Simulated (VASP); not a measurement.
# Si3Mo5 (I4/mcm) in VASP: single point with PBEsol

Aim: the single point of Si3Mo5 with PBEsol.

Program: VASP 6.6.1. These are calculated values, not measurements. Logs are shortened: lines on timing, memory, paths and dates and some standing lists are left out, and cuts for length are marked.

## (1) The cell of the first run

The structure is tetragonal, space group I4/mcm (No. 140). Conventional cell: a = 9.326 Å, b = 9.326 Å, c = 4.701 Å, α = 90.00°, β = 90.00°, γ = 90.00°. Si (site symmetry 422) has 2 Si at 2.35 Å and 8 Mo at 2.50 Å within 3.1 Å. Si (site symmetry m2m) has 10 Mo at 2.44 to 2.70 Å and 2 Si at 3.19 Å within 3.2 Å. Within 3.1 Å of Mo (site symmetry -42m) lie 10 Mo at 2.35 to 2.92 Å and 4 Si at 2.51 Å. Within 3.2 Å of Mo (site symmetry m) lie 6 Si at 2.44 to 2.70 Å and 9 Mo at 2.63 to 3.12 Å.

## (2) Single point, PBEsol (12.78 Å³/atom)

Input file INCAR:

```
PREC = Accurate ; ENCUT = 520
EDIFF = 1E-6 ; ISMEAR = 0
SIGMA = 0.1 ; LREAL = Auto
LASPH = True ; NELM = 80
ALGO = Fast ; ISIF = 2
LWAVE = False ; LCHARG = True
GGA = PS ; LELF = True
LVHAR = True ; NBANDS = 96
```

Input file KPOINTS:

```
regular mesh
0
Gamma
  8 8 8
```

Input file POSCAR:

```
Si3Mo5
1.0
   -4.6628031057      4.6628031057      2.3506169303
    4.6628031057     -4.6628031057      2.3506169303
    4.6628031057      4.6628031057     -2.3506169303
Si Mo
6 10
Direct
    0.2500000000      0.2500000000      0.0000000000
    0.7500000000      0.7500000000      0.0000000000
    0.6680392722      0.1680392722      0.8360785443
    0.1680392722      0.3319607278      0.5000000000
    0.3319607278      0.8319607278      0.1639214557
    0.8319607278      0.6680392722      0.5000000000
    0.7500000000      0.2500000000      0.5000000000
    0.2500000000      0.7500000000      0.5000000000
    0.2238738606      0.0766603422      0.3005342028
    0.0766603422      0.7761261394      0.8527864815
    0.7761261394      0.9233396578      0.6994657972
    0.9233396578      0.2238738606      0.1472135185
    0.2761261394      0.5766603422      0.8527864815
    0.4233396578      0.2761261394      0.6994657972
    0.7238738606      0.4233396578      0.1472135185
    0.5766603422      0.7238738606      0.3005342028
```

Potentials or basis: VASP PAW PBE potentials, release 64 (Si, Mo_sv).

The run is started by

```sh
$ cat potpaw_PBE.64/Si/POTCAR potpaw_PBE.64/Mo_sv/POTCAR > POTCAR
$ mpirun -np 1 vasp_std > vasp.out
```

OUTCAR:

```text
PREC = Accurate
   ENCUT = 520
   EDIFF = 1E-6
   ISMEAR = 0
   LREAL = Auto
   LASPH = True
   NELM = 80
   ISIF = 2
   GGA = PS

 ion  position               nearest neighbor table
   1  0.250  0.250  0.000-   2 2.35   2 2.35  11 2.50  14 2.50  16 2.50   9 2.50  10 2.50  15 2.50
                            12 2.50  13 2.50
   2  0.750  0.750  0.000-   1 2.35   1 2.35  11 2.50  14 2.50  16 2.50   9 2.50  13 2.50  12 2.50
                            10 2.50  15 2.50
   3  0.668  0.168  0.836-  12 2.44  15 2.44  14 2.49  11 2.49   7 2.51   8 2.51  13 2.70  10 2.70
                            13 2.70  10 2.70
   4  0.168  0.332  0.500-   9 2.44  14 2.44  13 2.49  12 2.49   7 2.51   8 2.51  11 2.70  11 2.70
                            16 2.70  16 2.70
   5  0.332  0.832  0.164-  10 2.44  13 2.44   9 2.49  16 2.49   8 2.51   7 2.51  12 2.70  15 2.70
                            12 2.70  15 2.70
   6  0.832  0.668  0.500-  11 2.44  16 2.44  15 2.49  10 2.49   7 2.51   8 2.51  14 2.70  14 2.70
                             9 2.70   9 2.70
   7  0.750  0.250  0.500-   8 2.35   8 2.35   3 2.51   5 2.51   4 2.51   6 2.51  15 2.92  12 2.92
                            13 2.92  10 2.92  11 2.92  16 2.92   9 2.92  14 2.92
   8  0.250  0.750  0.500-   7 2.35   7 2.35   5 2.51   3 2.51   4 2.51   6 2.51  13 2.92  10 2.92
                            15 2.92  12 2.92  16 2.92   9 2.92  14 2.92  11 2.92
   9  0.224  0.077  0.301-   4 2.44   5 2.49   1 2.50   2 2.50  14 2.63   6 2.70   6 2.70  15 2.75
                            15 2.75   8 2.92   7 2.92  16 3.05  16 3.05  12 3.12  10 3.12
  10  0.077  0.776  0.853-   5 2.44   6 2.49   1 2.50   2 2.50  13 2.63   3 2.70   3 2.70  14 2.75
                            14 2.75   8 2.92   7 2.92  15 3.05  15 3.05  11 3.12   9 3.12
  11  0.776  0.923  0.699-   6 2.44   3 2.49   1 2.50   2 2.50  16 2.63   4 2.70   4 2.70  13 2.75
                            13 2.75   7 2.92   8 2.92  14 3.05  14 3.05  10 3.12  12 3.12
  12  0.923  0.224  0.147-   3 2.44   4 2.49   2 2.50   1 2.50  15 2.63   5 2.70   5 2.70  16 2.75
                            16 2.75   7 2.92   8 2.92  13 3.05  13 3.05   9 3.12  11 3.12
  13  0.276  0.577  0.853-   5 2.44   4 2.49   2 2.50   1 2.50  10 2.63   3 2.70   3 2.70  11 2.75
                            11 2.75   8 2.92   7 2.92  12 3.05  12 3.05  14 3.12  16 3.12
  14  0.423  0.276  0.699-   4 2.44   3 2.49   1 2.50   2 2.50   9 2.63   6 2.70   6 2.70  10 2.75
                            10 2.75   7 2.92   8 2.92  11 3.05  11 3.05  13 3.12  15 3.12
  15  0.724  0.423  0.147-   3 2.44   6 2.49   1 2.50   2 2.50  12 2.63   5 2.70   5 2.70   9 2.75
                             9 2.75   7 2.92   8 2.92  10 3.05  10 3.05  16 3.12  14 3.12
  16  0.577  0.724  0.301-   6 2.44   5 2.49   1 2.50   2 2.50  11 2.63   4 2.70   4 2.70  12 2.75
                            12 2.75   8 2.92   7 2.92   9 3.05   9 3.05  15 3.12  13 3.12

  LATTYP: Found a body centered tetragonal cell.
 ALAT       =     9.3256062114
 C/A-ratio  =     0.5041209927

  Lattice vectors:

 A1 = (  -4.6628031057,   4.6628031057,   2.3506169303)
 A2 = (   4.6628031057,  -4.6628031057,   2.3506169303)
 A3 = (   4.6628031057,   4.6628031057,  -2.3506169303)

Analysis of symmetry for initial positions (statically):
=====================================================================
 Subroutine PRICEL returns:
 Original cell was already a primitive cell.

 Routine SETGRP: Setting up the symmetry group for a
 body centered tetragonal supercell.

 Subroutine GETGRP returns: Found 16 space group operations
 (whereof  8 operations were pure point group operations)
 out of a pool of 16 trial point group operations.

The static configuration has the point symmetry C_4h.
 The point group associated with its full space group is D_4h.

Analysis of symmetry for dynamics (positions and initial velocities):
=====================================================================
 Subroutine PRICEL returns:
 Original cell was already a primitive cell.

 Routine SETGRP: Setting up the symmetry group for a
 body centered tetragonal supercell.

 Subroutine GETGRP returns: Found 16 space group operations
 (whereof  8 operations were pure point group operations)
 out of a pool of 16 trial point group operations.

The dynamic configuration has the point symmetry C_4h.
 The point group associated with its full space group is D_4h.

 Subroutine INISYM returns: Found 16 space group operations
 (whereof  8 operations are pure point group operations),
 and found     1 'primitive' translations

----------------------------------------------------------------------------------------

                                     Primitive cell

  volume of cell :     204.4259

  direct lattice vectors                    reciprocal lattice vectors
    -4.662803106  4.662803106  2.350616930     0.000000000  0.107231635  0.212710116
     4.662803106 -4.662803106  2.350616930     0.107231635  0.000000000  0.212710116
     4.662803106  4.662803106 -2.350616930     0.107231635  0.107231635  0.000000000

  length of vectors
     7.000633226  7.000633226  7.000633226     0.238210447  0.238210447  0.151648432

  position of ions in fractional coordinates (direct lattice)
     0.250000000  0.250000000  0.000000000
     0.750000000  0.750000000  0.000000000
     0.668039272  0.168039272  0.836078544
     0.168039272  0.331960728  0.500000000
     0.331960728  0.831960728  0.163921456
     0.831960728  0.668039272  0.500000000
[... 8 lines left out ...]
     0.723873861  0.423339658  0.147213519
     0.576660342  0.723873861  0.300534203

  ion indices of the primitive-cell ions
   primitive index   ion index
                 1           1
                 2           2
                 3           3
                 4           4
                 5           5
                 6           6
[... 8 lines left out ...]
                15          15
                16          16

----------------------------------------------------------------------------------------

 KPOINTS: regular mesh

Automatic generation of k-mesh.
 Grid dimensions read from file:
 generate k-points for:    8    8    8

 Generating k-lattice:

  Cartesian coordinates                     Fractional coordinates (reciprocal lattice)
     0.000000000  0.013403954  0.026588765     0.125000000 -0.000000000  0.000000000
     0.013403954  0.000000000  0.026588765    -0.000000000  0.125000000  0.000000000
     0.013403954  0.013403954  0.000000000     0.000000000  0.000000000  0.125000000

  Length of vectors
     0.029776306  0.029776306  0.018956054

  Shift w.r.t. Gamma in fractional coordinates (k-lattice)
     0.000000000  0.000000000  0.000000000

 Subroutine IBZKPT returns following result:
 ===========================================

 Found     59 irreducible k-points:

 Following reciprocal coordinates:
            Coordinates               Weight
  0.000000  0.000000  0.000000      1.000000
  0.125000 -0.000000  0.000000      8.000000
  0.250000 -0.000000  0.000000      8.000000
  0.375000 -0.000000  0.000000      8.000000
  0.500000 -0.000000  0.000000      4.000000
  0.125000  0.125000  0.000000      8.000000
[... 16 lines left out ...]
  0.250000  0.125000  0.125000     16.000000
  0.375000  0.125000  0.125000      8.000000
 [... further k-points ...]
   k-points           NKPTS =     59   k-points in BZ     NKDIM =     59   number of bands    NBANDS=     96
   number of dos      NEDOS =    301   number of ions     NIONS =     16
   total plane-waves  NPLWV = 157464
   dimension x,y,z NGX =    54 NGY =   54 NGZ =   54
   dimension x,y,z NGXF=   108 NGYF=  108 NGZF=  108
   ions per type =               6  10
   NGX,Y,Z   is equivalent  to a cutoff of  12.82, 12.82, 12.82 a.u.
   NGXF,Y,Z  is equivalent  to a cutoff of  25.65, 25.65, 25.65 a.u.
 SYSTEM =  unknown system
   PREC   = accura    normal or accurate (medium, high low for compatibility)
   ISTART =      0    job   : 0-new  1-cont  2-samecut
   ICHARG =      2    charge: 1-file 2-atom 10-const
   ISPIN  =      1    spin polarized calculation?
   LNONCOLLINEAR =      F non collinear calculations
   LSORBIT =      F    spin-orbit coupling
   LASPH  =      T    aspherical Exc in radial PAW
   ENCUT  =  520.0 eV  38.22 Ry    6.18 a.u.  13.02 13.02 13.02*2*pi/ulx,y,z
   NELM   =     80;   NELMIN=  2; NELMDL= -5     # of ELM steps
   EDIFF  = 0.1E-05   stopping-criterion for ELM
   LREAL  =      T    real-space projection
   EDIFFG = 0.1E-04   stopping-criterion for IOM
   NSW    =      0    number of steps for IOM
   IBRION =     -1    ionic relax: 0-MD 1-quasi-New 2-CG
   NFREE  =      0    steps in history (QN), initial steepest desc. (CG)
   ISIF   =      2    stress and relaxation
   ISYM   =      2    0-nonsym 1-usesym 2-fastsym
   POTIM  = 0.5000    time-step for ionic-motion
   TEBEG  =    0.0;   TEEND  =   0.0 temperature during run
   PSTRESS=    0.0 pullay stress
   NELECT =     164.0000    total number of electrons
   NUPDOWN=      -1.0000    fix difference up-down
   EMIN   =  10.00;   EMAX   =-10.00  energy-range for DOS
   EFERMI =   0.00;   METHOD = LEGACY
   ISMEAR =     0;   SIGMA  =   0.10  broadening in eV -4-tet -1-fermi 0-gaus
   EFERMI_NEDOS =   21; number of points for ismear=-14 and -15
   IALGO  =     68    algorithm
   IMIX   =      4    mixing-type and parameters
     AMIX     =   0.40;   BMIX     =  1.00
     AMIX_MAG =   1.60;   BMIX_MAG =  1.00
  volume/ion in A,a.u.               =      12.78        86.22
  Fermi-wavevector in a.u.,A,eV,Ry     =   1.521169  2.874592 31.483268  2.313955
  Thomas-Fermi vector in A             =   2.629920
   LORBIT       =      0    0 simple, 1 ext, 2 COOP (PROOUT), +10 PAW based schemes
   GGA     = PS    functional components
   LHFCALC =     F    Hartree Fock is set to
   AEXX    =    0.0000 exact exchange contribution
   IVDW    =     0    specifies the selected vdW correction
   LEPSILON=     F    determine dielectric tensor
   LRPA    =     F    only Hartree local field effects (RPA)
 non-spin polarized calculation
 RMM-DIIS sequential band-by-band and
 Gauss-broadening in eV      SIGMA  =   0.10
  energy-cutoff  :      520.00
  volume of cell :      204.43
 maximum number of plane-waves:      5572
 NGX is ok and might be reduce to    54
   NGX = 27   NGY = 27   NGZ = 27

 number of electron     163.9999995 magnetization

 Free energy of the ion-electron system (eV)
  ---------------------------------------------------
  ext. energy  EPLUGINS =         0.00000000
  ---------------------------------------------------
  free energy    TOTEN  =      -157.79845547 eV

  energy without entropy =     -157.76444700  energy(sigma->0) =     -157.78145123

 E-fermi :  14.2076     XC(G=0): -13.6078

 val. band max:       14.2040605975   @ k =  -0.3750   0.5000   0.2500
 cond. band min:      14.2156461891   @ k =   0.5000   0.2500   0.1250
 fundamental gap:      0.0115855916
 Fermi energy:        14.2076298578

 k-point     1 :       0.0000    0.0000    0.0000
  band No.  band energies     occupation
      1     -46.9068      2.00000
      2     -46.6846      2.00000
      3     -46.6315      2.00000
      4     -46.6315      2.00000
      5     -46.5649      2.00000
      6     -46.5527      2.00000
[... 86 lines left out ...]
     93      16.5647      0.00000
     94      16.7516      0.00000

 k-point     2 :       0.1250   -0.0000    0.0000
  band No.  band energies     occupation
      1     -46.8871      2.00000
      2     -46.6781      2.00000
      3     -46.6295      2.00000
      4     -46.6281      2.00000
      5     -46.5678      2.00000
      6     -46.5523      2.00000
[... 2123 lines left out ...]
     93      16.1100      0.00000
     94      16.3967      0.00000

 k-point    24 :       0.3750    0.1250    0.1250
  band No.  band energies     occupation
      1     -46.6580      2.00000
      2     -46.6580      2.00000
      3     -46.6164      2.00000
      4     -46.6164      2.00000
      5     -46.5782      2.00000
      6     -46.5782      2.00000
[... 86 lines left out ...]
     93      16.1009      0.00000
     94      16.1051      0.00000

 [... further k-points ...]

 [bands above 94 left out]

------------------------ aborting loop because EDIFF is reached ----------------------------------------

  FORCE on cell =-STRESS in cart. coord.  units (eV):
  Direction    XX          YY          ZZ          XY          YZ          ZX
  --------------------------------------------------------------------------------------
  -------------------------------------------------------------------------------------
  Total       38.7094136     38.7094136     38.7726767      0.0000000      0.0000000      0.0000000
  in kB      303.3829499    303.3829499    303.8787706      0.0000000      0.0000000      0.0000000
  external PRESSURE =     303.5482235 kB  Pullay stress =       0.0000000 kB

 VOLUME and BASIS-vectors are now :
 -----------------------------------------------------------------------------
  energy-cutoff  :      520.00
  volume of cell :      204.43
      direct lattice vectors                 reciprocal lattice vectors
    -4.662803106  4.662803106  2.350616930     0.000000000  0.107231635  0.212710116
     4.662803106 -4.662803106  2.350616930     0.107231635  0.000000000  0.212710116
     4.662803106  4.662803106 -2.350616930     0.107231635  0.107231635  0.000000000

 POSITION                                       TOTAL-FORCE (eV/Angst)
 -----------------------------------------------------------------------------------
      0.00000      0.00000      1.17531         0.000000     -0.000000      0.000000
      0.00000      0.00000      3.52593         0.000000     -0.000000      0.000000
      1.56707      6.22987      0.00000        -0.000336     -0.000336      0.000000
      3.09574      1.56707      0.00000         0.000336     -0.000336      0.000000
      3.09574     -1.56707      2.35062         0.000336      0.000336     -0.000000
      1.56707      3.09574      2.35062        -0.000336      0.000336      0.000000
[... 8 lines left out ...]
     -0.71490      2.08776      2.35062        -0.003125      0.002805      0.000000
      2.08776      0.71490      2.35062         0.002805      0.003125      0.000000
 -----------------------------------------------------------------------------------
    total drift:                               -0.000000     -0.000000      0.000000

  FREE ENERGIE OF THE ION-ELECTRON SYSTEM (eV)
  ---------------------------------------------------
  free  energy   TOTEN  =      -157.7984554668 eV

  energy  without entropy=     -157.7644470022  energy(sigma->0) =     -157.78145123
```

Run time: 36 min. Hardware: 1 thread of Intel Xeon 6975P-C (Granite Rapids), shared host; peak memory 0.85 GiB.

Results:

* Free energy: -157.7985 eV
* Pressure: 30.4 GPa
* Largest force: 0.004 eV/Å
* Band gap on the k mesh: zero (bands 82 and 83 overlap by 0.93 eV)

Forces on the atoms (eV/Å):
```
Si   0.000  0.000  0.000
Si   0.000  0.000  0.000
Si   0.000  0.000  0.000
Si   0.000  0.000  0.000
Si   0.000  0.000  0.000
Si   0.000  0.000  0.000
Mo   0.000  0.000  0.000
Mo   0.000  0.000  0.000
Mo   0.003  0.003  0.000
Mo  -0.003  0.003  0.000
Mo  -0.003 -0.003  0.000
Mo   0.003 -0.003  0.000
Mo   0.003 -0.003  0.000
Mo  -0.003 -0.003  0.000
Mo  -0.003  0.003  0.000
Mo   0.003  0.003  0.000
```

Levels at points of the mesh, in eV from the Fermi level:
```tsv
k point	band 79	band 80	band 81	band 82	band 83	band 84	band 85	band 86
(0.00, 0.00, 0.00)	-0.17	-0.17	0.26	0.39	0.69	0.69	0.83	1.04
(0.50, 0.00, 0.00)	-1.07	-1.07	-0.56	-0.56	0.10	0.10	0.32	0.32
(0.50, 0.50, 0.00)	-0.67	-0.55	-0.51	-0.33	0.28	0.32	0.33	0.99
(0.50, 0.50, 0.50)	-1.05	-0.94	-0.94	-0.15	0.23	0.23	0.43	0.43
```

Caveat: the cell stands under pressure; the PAW data sets were made with another functional, which shifts forces and pressure a little.
